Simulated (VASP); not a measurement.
Runs of VASP 6.6.1 on InSb. The structure is that of space group F-43m (No. 216), or close to it. The cells are those of the table. 

| task | cell | cutoff (eV) | smearing | gap on the mesh (eV) | pressure (GPa) |
| --- | --- | --- | --- | --- | --- |
| single point | a = 4.535, b = 4.535, c = 4.581 Å, angles 59.7, 59.7, 60.7°, 2 atoms | 520 | fermi-dirac 0.05 eV | - | 4.2 |
| relaxation of the atoms | atoms relaxed from a = 4.650, b = 4.650, c = 4.581 Å, angles 60.5, 60.5, 59.0°, 2 atoms | 520 | fermi-dirac 0.05 eV | none | 1.7 |
| single point | a = 4.519 Å, angles 60.0°, 2 atoms | 520 | fermi-dirac 0.05 eV | - | 5.4 |
| single point | a = 4.550 Å, angles 60.0°, 2 atoms | 520 | fermi-dirac 0.05 eV | none | 4.2 |
| single point | a = 4.641 Å, angles 60.0°, 2 atoms | 520 | fermi-dirac 0.05 eV | none | 1.3 |
| single point | a = 4.671 Å, angles 60.0°, 2 atoms | 520 | fermi-dirac 0.05 eV | none | (a) |
| single point | a = 4.581 Å, angles 60.0°, 2 atoms | 520 | fermi-dirac 0.05 eV | none | 3.1 |
| relaxation of the atoms | atoms relaxed from a = 4.558, b = 4.558, c = 4.581 Å, angles 59.8, 59.8, 60.3°, 2 atoms | 520 | fermi-dirac 0.05 eV | - | 3.6 |
| single point | a = 4.487 Å, angles 60.0°, 2 atoms | 520 | fermi-dirac 0.05 eV | (b) | 6.8 |
| electric field gradients | a = 4.581 Å, angles 60.0°, 2 atoms | 520 | fermi-dirac 0.02 eV | none | 3.1 |
| relaxation of the atoms | atoms relaxed from a = 4.550 Å, angles 60.0°, 2 atoms | 450 | fermi-dirac 0.05 eV | none | 4.2 |
| single point | a = 4.611 Å, angles 60.0°, 2 atoms | 520 | fermi-dirac 0.05 eV | none | 2.1 |

Alike in all rows: level PBE; potentials or basis VASP PAW PBE potentials, release 64 (In_d, Sb); no spin polarisation; k mesh 12 × 12 × 12.

Q: Estimate the missing entries.

A: (a) 0.5; (b) 0.18.

Caveats: spin-orbit coupling is left out, which moves the levels of the heavy elements; semilocal functionals underestimate gaps, so a narrow gap can read as zero (at least some runs); the cell stands under pressure (at least some runs); the relaxation stopped at its first step, so nothing moved (at least some runs).

A k mesh can miss the band edges, and the runs leave out spin-orbit coupling on In, Sb.

A gap of «none» marks levels without a gap at the run's occupations.
